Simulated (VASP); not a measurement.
# H2CO2 in VASP: single point with PBE+D3(BJ)

Aim: the single point of H2CO2 with PBE+D3(BJ).

Everything below comes from runs of VASP 6.6.1. Logs are shortened: lines on timing, memory, paths and dates and some standing lists are left out, and cuts for length are marked.

## 1. The cell of the first run

The cell holds an amorphous packing of atoms, 40 atoms: a = 7.388 Å, b = 7.388 Å, c = 7.388 Å, α = 90.00°, β = 90.00°, γ = 90.00°.

## 2. Single point, PBE+D3(BJ)

File INCAR:

```
SYSTEM = H2CO2
PREC = Accurate
ENCUT = 520
EDIFF = 1E-7
ISMEAR = -1
SIGMA = 0.02
LREAL = Auto
LASPH = .True.
NELM = 60
ALGO = Normal
ISIF = 2
LWAVE = .False.
LCHARG = .False.
GGA = PE
IVDW = 12
NBANDS = 98
```

File KPOINTS:

```
Automatic mesh
0
Gamma
  1 1 1
  0 0 0
```

File POSCAR:

```
H2CO2
1.0
    7.3876590000      0.0000000000      0.0000000000
    0.0000000000      7.3876590000      0.0000000000
    0.0000000000      0.0000000000      7.3876590000
O C H
16 8 16
Direct
    0.5172786028      0.6404801978      0.7435254056
    0.7272667554      0.5350997903      0.5465661895
    0.0568525283      0.6285636717      0.3218008199
    0.1962031472      0.6955607908      0.5855208872
    0.2871647807      0.8436781466      0.1544517521
    0.3215950789      0.9921763889     -0.1065301556
    0.4491671235      0.2123688047      0.6575264958
    0.4913068067     -0.0324642743      0.4768255521
    0.7572082219      0.9798358171      0.8346136106
    0.9452862455      0.8856641692      1.0536783703
    0.8031720840      0.1154927313      0.2774516790
    0.7885820195      0.2773375651      0.0201931465
    0.2052171328      0.5061380628      0.9222510282
    0.4109400171      0.3554535385      1.0921823979
   -0.0384501947      0.1751269843      0.6246822700
    0.1207649015      0.2942970581      0.3950477156
    0.6676954352      0.5492953563      0.6994041419
    0.1015921471      0.7361433348      0.4563295910
    0.3797192128      0.9443910166      0.0418799952
    0.4767997589      0.1298849739      0.4993112625
    0.8821545913      0.8737346680      0.8983772281
    0.7819832158      0.2682416171      0.1864348636
    0.2597120438      0.3700983627      1.0291336219
    0.0807138148      0.2890152597      0.5564218011
    0.4554808258      0.6929839823      0.6350092232
    0.7313543177      0.4902416008      0.8210077938
    0.1100944152      0.5045689430      0.3445449357
    0.0432459583      0.8731265326      0.4388762966
    0.1612033632      0.8276697696      0.1056534660
    0.5135145554      0.9786736172      0.0968392838
    0.4223916814      0.1171371014      0.7529160541
    0.4853927982      0.2311036300      0.3889410072
    0.7568552158      1.0974339730      0.9105770903
    0.9317795188      0.7705929531      0.8042068031
    0.8502524402      0.0176958350      0.1909959733
    0.7551209069      0.3862049223      0.2733452383
    0.3150406117      0.5764504160      0.8859323857
    0.1467925689      0.2727234731      1.0508014466
   -0.1047853859      0.1195235681      0.5223401441
    0.1396845375      0.3782036506      0.6590245881
```

Potentials or basis: VASP PAW PBE potentials, release 64 (O, C, H).

Launch:

```console
$ cat potpaw_PBE.64/O/POTCAR potpaw_PBE.64/C/POTCAR potpaw_PBE.64/H/POTCAR > POTCAR
$ mpirun -np 1 vasp_gam > vasp.out
```

OUTCAR:

```text
SYSTEM = H2CO2
   PREC = Accurate
   ENCUT = 520
   EDIFF = 1E-7
   ISMEAR = -1
   LREAL = Auto
   LASPH = .True.
   NELM = 60
   ISIF = 2
   GGA = PE
   IVDW = 12
 IVDW          = 12

 ion  position               nearest neighbor table
   1  0.517  0.640  0.744-  25 1.00  17 1.34
   2  0.727  0.535  0.547-  17 1.22
   3  0.057  0.629  0.322-  27 1.01  18 1.31
   4  0.196  0.696  0.586-  18 1.22
   5  0.287  0.844  0.154-  29 1.00  19 1.31
   6  0.322  0.992  0.893-  19 1.23
   7  0.449  0.212  0.658-  31 1.02  20 1.33
   8  0.491  0.968  0.477-  20 1.22
   9  0.757  0.980  0.835-  33 1.03  21 1.30
  10  0.945  0.886  0.054-  21 1.24
  11  0.803  0.115  0.277-  35 1.03  22 1.32
  12  0.789  0.277  0.020-  22 1.23
  13  0.205  0.506  0.922-  37 1.00  23 1.34
  14  0.411  0.355  0.092-  23 1.22
  15  0.962  0.175  0.625-  39 0.99  24 1.32
  16  0.121  0.294  0.395-  24 1.23
  17  0.668  0.549  0.699-  26 1.10   2 1.22   1 1.34
  18  0.102  0.736  0.456-  28 1.11   4 1.22   3 1.31
  19  0.380  0.944  0.042-  30 1.10   6 1.23   5 1.31
  20  0.477  0.130  0.499-  32 1.11   8 1.22   7 1.33
  21  0.882  0.874  0.898-  34 1.09  10 1.24   9 1.30
  22  0.782  0.268  0.186-  36 1.10  12 1.23  11 1.32
  23  0.260  0.370  0.029-  38 1.11  14 1.22  13 1.34
  24  0.081  0.289  0.556-  40 1.09  16 1.23  15 1.32
  25  0.455  0.693  0.635-   1 1.00
  26  0.731  0.490  0.821-  17 1.10
  27  0.110  0.505  0.345-   3 1.01
  28  0.043  0.873  0.439-  18 1.11
  29  0.161  0.828  0.106-   5 1.00
  30  0.514  0.979  0.097-  19 1.10
[... 8 lines left out ...]
  39  0.895  0.120  0.522-  15 0.99
  40  0.140  0.378  0.659-  24 1.09

  LATTYP: Found a simple cubic cell.
 ALAT       =     7.3876590000

  Lattice vectors:

 A1 = (   7.3876590000,   0.0000000000,   0.0000000000)
 A2 = (   0.0000000000,   7.3876590000,   0.0000000000)
 A3 = (   0.0000000000,   0.0000000000,   7.3876590000)

Analysis of symmetry for initial positions (statically):
=====================================================================
 Subroutine PRICEL returns:
 Original cell was already a primitive cell.

 Routine SETGRP: Setting up the symmetry group for a
 simple cubic supercell.

 Subroutine GETGRP returns: Found  1 space group operations
 (whereof  1 operations were pure point group operations)
 out of a pool of 48 trial point group operations.

The static configuration has the point symmetry C_1 .

Analysis of symmetry for dynamics (positions and initial velocities):
=====================================================================
 Subroutine PRICEL returns:
 Original cell was already a primitive cell.

 Routine SETGRP: Setting up the symmetry group for a
 simple cubic supercell.

 Subroutine GETGRP returns: Found  1 space group operations
 (whereof  1 operations were pure point group operations)
 out of a pool of 48 trial point group operations.

The dynamic configuration has the point symmetry C_1 .

 Subroutine INISYM returns: Found  1 space group operations
 (whereof  1 operations are pure point group operations),
 and found     1 'primitive' translations

----------------------------------------------------------------------------------------

                                     Primitive cell

  volume of cell :     403.2000

  direct lattice vectors                    reciprocal lattice vectors
     7.387659000  0.000000000  0.000000000     0.135360877  0.000000000  0.000000000
     0.000000000  7.387659000  0.000000000     0.000000000  0.135360877  0.000000000
     0.000000000  0.000000000  7.387659000     0.000000000  0.000000000  0.135360877

  length of vectors
     7.387659000  7.387659000  7.387659000     0.135360877  0.135360877  0.135360877

  position of ions in fractional coordinates (direct lattice)
     0.517278603  0.640480198  0.743525406
     0.727266755  0.535099790  0.546566189
     0.056852528  0.628563672  0.321800820
     0.196203147  0.695560791  0.585520887
     0.287164781  0.843678147  0.154451752
     0.321595079  0.992176389  0.893469844
[... 32 lines left out ...]
     0.895214614  0.119523568  0.522340144
     0.139684538  0.378203651  0.659024588

  ion indices of the primitive-cell ions
   primitive index   ion index
                 1           1
                 2           2
                 3           3
                 4           4
                 5           5
                 6           6
[... 32 lines left out ...]
                39          39
                40          40

----------------------------------------------------------------------------------------

 KPOINTS: Automatic mesh

Automatic generation of k-mesh.
 Grid dimensions read from file:
 generate k-points for:    1    1    1

 Generating k-lattice:

  Cartesian coordinates                     Fractional coordinates (reciprocal lattice)
     0.135360877  0.000000000  0.000000000     1.000000000  0.000000000  0.000000000
     0.000000000  0.135360877  0.000000000     0.000000000  1.000000000  0.000000000
     0.000000000  0.000000000  0.135360877     0.000000000  0.000000000  1.000000000

  Length of vectors
     0.135360877  0.135360877  0.135360877

  Shift w.r.t. Gamma in fractional coordinates (k-lattice)
     0.000000000  0.000000000  0.000000000

 Subroutine IBZKPT returns following result:
 ===========================================

 Found      1 irreducible k-points:

 Following reciprocal coordinates:
            Coordinates               Weight
  0.000000  0.000000  0.000000      1.000000
   k-points           NKPTS =      1   k-points in BZ     NKDIM =      1   number of bands    NBANDS=     98
   number of dos      NEDOS =    301   number of ions     NIONS =     40
   total plane-waves  NPLWV = 175616
   dimension x,y,z NGX =    56 NGY =   56 NGZ =   56
   dimension x,y,z NGXF=   112 NGYF=  112 NGZF=  112
   ions per type =              16   8  16
   NGX,Y,Z   is equivalent  to a cutoff of  12.60, 12.60, 12.60 a.u.
   NGXF,Y,Z  is equivalent  to a cutoff of  25.20, 25.20, 25.20 a.u.
 SYSTEM =  H2CO2
   PREC   = accura    normal or accurate (medium, high low for compatibility)
   ISTART =      0    job   : 0-new  1-cont  2-samecut
   ICHARG =      2    charge: 1-file 2-atom 10-const
   ISPIN  =      1    spin polarized calculation?
   LNONCOLLINEAR =      F non collinear calculations
   LSORBIT =      F    spin-orbit coupling
   LASPH  =      T    aspherical Exc in radial PAW
   ENCUT  =  520.0 eV  38.22 Ry    6.18 a.u.  13.74 13.74 13.74*2*pi/ulx,y,z
   NELM   =     60;   NELMIN=  2; NELMDL= -5     # of ELM steps
   EDIFF  = 0.1E-06   stopping-criterion for ELM
   LREAL  =      T    real-space projection
   EDIFFG = 0.1E-05   stopping-criterion for IOM
   NSW    =      0    number of steps for IOM
   IBRION =     -1    ionic relax: 0-MD 1-quasi-New 2-CG
   NFREE  =      0    steps in history (QN), initial steepest desc. (CG)
   ISIF   =      2    stress and relaxation
   ISYM   =      2    0-nonsym 1-usesym 2-fastsym
   POTIM  = 0.5000    time-step for ionic-motion
   TEBEG  =    0.0;   TEEND  =   0.0 temperature during run
   PSTRESS=    0.0 pullay stress
   NELECT =     144.0000    total number of electrons
   NUPDOWN=      -1.0000    fix difference up-down
   EMIN   =  10.00;   EMAX   =-10.00  energy-range for DOS
   EFERMI =   0.00;   METHOD = LEGACY
   ISMEAR =    -1;   SIGMA  =   0.02  broadening in eV -4-tet -1-fermi 0-gaus
   EFERMI_NEDOS =   21; number of points for ismear=-14 and -15
   IALGO  =     38    algorithm
   IMIX   =      4    mixing-type and parameters
     AMIX     =   0.40;   BMIX     =  1.00
     AMIX_MAG =   1.60;   BMIX_MAG =  1.00
  volume/ion in A,a.u.               =      10.08        68.02
  Fermi-wavevector in a.u.,A,eV,Ry     =   1.161508  2.194932 18.355627  1.349101
  Thomas-Fermi vector in A             =   2.298079
   LORBIT       =      0    0 simple, 1 ext, 2 COOP (PROOUT), +10 PAW based schemes
   GGA     = PE    functional components
   LHFCALC =     F    Hartree Fock is set to
   AEXX    =    0.0000 exact exchange contribution
   IVDW    =    12    specifies the selected vdW correction
   LEPSILON=     F    determine dielectric tensor
   LRPA    =     F    only Hartree local field effects (RPA)
 non-spin polarized calculation
  energy-cutoff  :      520.00
  volume of cell :      403.20
 maximum number of plane-waves:      5414
 NGX is ok and might be reduce to    54
   NGX = 27   NGY = 27   NGZ = 27

 number of electron     143.9999991 magnetization

 Free energy of the ion-electron system (eV)
  ---------------------------------------------------
  ext. energy  EPLUGINS =         0.00000000
  ---------------------------------------------------
  free energy    TOTEN  =      -240.56471493 eV

  energy without entropy =     -240.56471493  energy(sigma->0) =     -240.56471493

 E-fermi :  -0.8462     XC(G=0):  -7.9854

 val. band max:       -1.3431734168   @ k =   0.0000   0.0000   0.0000
 cond. band min:       2.5078570616   @ k =   0.0000   0.0000   0.0000
 fundamental gap:      3.8510304783
 Fermi energy:        -0.8462323679

 k-point     1 :       0.0000    0.0000    0.0000
  band No.  band energies     occupation
      1     -24.0014      2.00000
      2     -23.6215      2.00000
      3     -23.5175      2.00000
      4     -23.3683      2.00000
      5     -23.0268      2.00000
      6     -22.9595      2.00000
[... 76 lines left out ...]
     83       6.3258      0.00000
     84       6.6217      0.00000
 [bands above 84 left out]

------------------------ aborting loop because EDIFF is reached ----------------------------------------

 Edisp (eV)   -2.34879

 E8    (eV) :    -0.5544

  FORCE on cell =-STRESS in cart. coord.  units (eV):
  Direction    XX          YY          ZZ          XY          YZ          ZX
  --------------------------------------------------------------------------------------
  -------------------------------------------------------------------------------------
  Total       4.68678     4.74663     8.11249     1.10873    -1.76905    -0.92930
  in kB      18.62364    18.86147    32.23623     4.40573    -7.02959    -3.69273
  external pressure =       23.24 kB  Pullay stress =        0.00 kB

 VOLUME and BASIS-vectors are now :
 -----------------------------------------------------------------------------
  energy-cutoff  :      520.00
  volume of cell :      403.20
      direct lattice vectors                 reciprocal lattice vectors
     7.387659000  0.000000000  0.000000000     0.135360877  0.000000000  0.000000000
     0.000000000  7.387659000  0.000000000     0.000000000  0.135360877  0.000000000
     0.000000000  0.000000000  7.387659000     0.000000000  0.000000000  0.135360877

 POSITION                                       TOTAL-FORCE (eV/Angst)
 -----------------------------------------------------------------------------------
      3.82148      4.73165      5.49291        -0.294104      0.195174     -0.089063
      5.37280      3.95313      4.03784         0.206213     -0.042486     -0.342539
      0.42001      4.64361      2.37735        -0.129055     -0.085349     -0.167153
      1.44948      5.13857      4.32563         0.103272     -0.117125      0.360115
      2.12148      6.23281      1.14104        -0.043954     -0.086830      0.142931
      2.37583      7.32986      6.60065        -0.023832      0.157856     -0.226615
[... 32 lines left out ...]
      6.61354      0.88300      3.85887        -0.050072     -0.063518     -0.038222
      1.03194      2.79404      4.86865        -0.004073      0.041731      0.046360
 -----------------------------------------------------------------------------------
    total drift:                                0.001815     -0.024708      0.022192

  FREE ENERGIE OF THE ION-ELECTRON SYSTEM (eV)
  ---------------------------------------------------
  free  energy   TOTEN  =      -242.9135032790 eV

  energy  without entropy=     -242.9135032790  energy(sigma->0) =     -242.91350328
```

Wall time 43 s (1 thread of Intel Xeon 6975P-C (Granite Rapids), shared host); peak memory 0.38 GiB.

Results:

```yaml
Free_energy: -242.9135 eV
Pressure: 2.3 GPa
Largest_force: 0.582 eV/Å
Band_gap_on_the_k_mesh: 3.85 eV
Dispersion_energy_per_atom: -0.059 eV
```

Forces on the atoms (eV/Å):
```
O   -0.294  0.195 -0.089
O    0.206 -0.042 -0.343
O   -0.129 -0.085 -0.167
O    0.103 -0.117  0.360
O   -0.044 -0.087  0.143
O   -0.024  0.158 -0.227
O   -0.011  0.042  0.055
O    0.001 -0.528 -0.065
O   -0.124  0.115 -0.076
O    0.122  0.059  0.316
O    0.048 -0.113  0.128
O    0.065  0.028 -0.393
O    0.203  0.114 -0.149
O    0.295 -0.173  0.171
O   -0.181 -0.067  0.083
O    0.091  0.063 -0.439
C   -0.104 -0.047  0.151
C   -0.168  0.453 -0.181
C    0.166 -0.063  0.052
C    0.121  0.545 -0.163
C    0.020 -0.125 -0.112
C   -0.159  0.198  0.242
C   -0.476 -0.101 -0.020
C    0.127  0.070  0.379
H    0.200 -0.009  0.262
H   -0.081 -0.025  0.025
H    0.007 -0.070  0.002
H    0.044 -0.105 -0.020
H   -0.060 -0.082  0.010
H    0.050  0.009 -0.005
H   -0.073 -0.031  0.145
H   -0.058 -0.106  0.061
H    0.007  0.031 -0.046
H    0.018 -0.125 -0.068
H    0.034 -0.080 -0.032
H    0.029 -0.001 -0.011
H   -0.176 -0.112 -0.008
H    0.258  0.237  0.018
H   -0.050 -0.064 -0.038
H   -0.004  0.042  0.046
```

Caveat: the k points lie up to 0.85 Å⁻¹ apart.
